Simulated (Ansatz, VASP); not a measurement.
# CdSe in VASP and in Ansatz

```xyz
2
Lattice="0.0000 3.1107 3.1107 3.1107 0.0000 3.1107 3.1107 3.1107 0.0000" Properties=species:S:1:pos:R:3 pbc="T T T"
Cd    0.0000    0.0000    0.0000
Se    1.5553    1.5553    1.5553
```

Change from the starting cell: volume scaled by 1.04, crystal datasets.

Alike in both runs: task electric field gradients; functional PBE; k mesh 8 × 8 × 8; occupations fermi-dirac, width 0.03 eV; no spin polarisation.

|  | VASP | Ansatz |
| --- | --- | --- |
| version | VASP 6.6.1 | Ansatz 0.2.0 |
| potentials or method | VASP PAW PBE potentials, release 64 (Cd, Se), cutoff 520 eV | all-electron PAW with datasets made for the crystal, scalar-relativistic |

VASP gave:

```
pressure (GPa) : -0.3
```

**Question.** Which values does Ansatz return?

**Answer.** Pressure (GPa): -0.5.

Ansatz ran all-electron here, and VASP with PAW potentials.
